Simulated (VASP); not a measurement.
Wanted: the native input for a VASP 6.6.1 run.

| Item | Value |
| --- | --- |
| Task | single point |
| Functional | r2SCAN |
| Potentials or basis | VASP PAW PBE potentials, release 64 (Ta_pv, N) |
| Cutoff | 520 eV |
| k mesh | 16 × 16 × 16 |
| Occupations | gaussian, width 0.1 eV |
| Spin | no spin polarisation |
| Dipole correction | no |
| Further INCAR settings | ALGO = Normal; EDIFF = 1e-06; NBANDS = 15 |

TaN:

```
Ta N
1.0
     0.00000    2.11804    2.11804
     2.11804    0.00000    2.11804
     2.11804    2.11804    0.00000
Ta N
1 1
Direct
  0.50000 0.50000 0.50000
  0.00000 0.00000 0.00000
```

The input as run:

POSCAR

```
TaN
1.0
    0.0000000000      2.1180363405      2.1180363405
    2.1180363405      0.0000000000      2.1180363405
    2.1180363405      2.1180363405      0.0000000000
Ta N
1 1
Direct
    0.5000000000      0.5000000000      0.5000000000
    0.0000000000      0.0000000000      0.0000000000
```

INCAR.step1

```
SYSTEM = TaN
PREC     = Accurate       ! precision mode
ENCUT    = 520            ! plane-wave cutoff, eV
ISMEAR   = 0              ! smearing method
SIGMA    = 0.1            ! smearing width, eV
LREAL    = .FALSE.        ! projectors in reciprocal space
LASPH    = .TRUE.         ! aspherical terms in the spheres
NELM     = 80             ! most SCF steps
NBANDS   = 15             ! bands
GGA      = PE             ! functional
ALGO     = Normal         ! electronic algorithm
EDIFF    = 1E-4           ! SCF threshold, eV
LWAVE    = .TRUE.         ! write WAVECAR
LCHARG   = .FALSE.        ! write CHGCAR
```

INCAR.step2

```
SYSTEM = TaN
PREC     = Accurate       ! precision mode
ENCUT    = 520            ! plane-wave cutoff, eV
EDIFF    = 1E-6           ! SCF threshold, eV
ISMEAR   = 0              ! smearing method
SIGMA    = 0.1            ! smearing width, eV
LREAL    = .FALSE.        ! projectors in reciprocal space
LASPH    = .TRUE.         ! aspherical terms in the spheres
NELM     = 80             ! most SCF steps
ALGO     = Normal         ! electronic algorithm
ISIF     = 2              ! what is computed and relaxed
LWAVE    = .FALSE.        ! write WAVECAR
LCHARG   = .TRUE.         ! write CHGCAR
METAGGA  = R2SCAN         ! meta-GGA
LMIXTAU  = .TRUE.       
LELF     = .TRUE.         ! ELF
LVHAR    = .TRUE.       
NBANDS   = 15             ! bands
ISTART   = 1
```

KPOINTS

```
Automatic mesh
0
G
  16 16 16
  0 0 0
```

Potentials or basis: VASP PAW PBE potentials, release 64 (Ta_pv, N).

The run is started by

```console
$ cat potpaw_PBE.64/Ta_pv/POTCAR potpaw_PBE.64/N/POTCAR > POTCAR
$ cp INCAR.step1 INCAR
$ mpirun -np 1 vasp_std > vasp.out
$ cp INCAR.step2 INCAR
$ mpirun -np 1 vasp_std > vasp.out
```

Results of the run:

```yaml
Pressure: 53.0 GPa
Band_gap_on_the_k_mesh: zero (band 8 reaches 13.24 eV, above the bottom of band 9 at 8.42 eV)
```

Caveat: the PAW data sets were made with another functional, which shifts forces and pressure a little; spin-orbit coupling is left out, which moves the levels of the heavy elements.

Run time: 66 s on 1 thread of Intel(R) Xeon(R) Platinum 8488C (Sapphire Rapids) (shared host), peak memory 0.18 GiB.
